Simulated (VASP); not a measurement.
SrSiI6: single point with r2SCAN+rVV10

SrSiI6:

```
Sr Si I
1.0
     6.12779    3.53788    2.67196
    -6.12779    3.53788    2.67196
     0.00000   -7.07577    2.67196
Sr Si I
1 1 6
Direct
  0.50000 0.50000 0.50000
  0.00000 0.00000 0.00000
  0.98358 0.29551 0.29551
  0.29551 0.98358 0.29551
  0.29551 0.29551 0.98358
  0.01642 0.70449 0.70449
  0.70449 0.01642 0.70449
  0.70449 0.70449 0.01642
```

```
Program                : VASP 6.6.1
Task                   : single point
Functional             : r2SCAN
Dispersion             : rVV10
Potentials or basis    : VASP PAW PBE potentials, release 64 (Sr_sv, Si, I)
Cutoff                 : 520 eV
k mesh                 : 4 × 4 × 4
Occupations            : fermi-dirac, width 0.03 eV
Spin                   : no spin polarisation
Dipole correction      : no
Further INCAR settings : ALGO = Normal; EDIFF = 1e-06; NBANDS = 38
```

* Pressure: 0.1 GPa
* Largest force: 0.018 eV/Å
* Band gap on the k mesh: 0.17 eV, direct

Forces on the atoms (eV/Å):
```
Sr   0.000  0.000  0.000
Si   0.000  0.000  0.000
I   -0.015 -0.009 -0.006
I    0.015 -0.009 -0.006
I    0.000  0.017 -0.006
I    0.015  0.009  0.006
I   -0.015  0.009  0.006
I    0.000 -0.017  0.006
```

Levels at points of the mesh, in eV from the valence-band top:
```
           k point  band 26  band 27  band 28  band 29  band 30  band 31
(0.00, 0.00, 0.00)    -0.56    -0.56     0.00     0.17     4.04     4.91
(0.50, 0.00, 0.00)    -0.61    -0.45    -0.36     1.90     3.68     3.70
(0.50, 0.50, 0.00)    -0.71    -0.44    -0.42     1.80     3.80     3.83
(0.50, 0.50, 0.50)    -0.42    -0.42    -0.16     0.37     4.33     4.81
```

It took 20 min on 1 thread of Oxide Virtual Turin-like Processor, on a shared host, peak memory 1.1 GiB.

Caveat: the PAW data sets were made with another functional, which shifts forces and pressure a little; spin-orbit coupling is left out, which moves the levels of the heavy elements. A k mesh can miss the band edges.
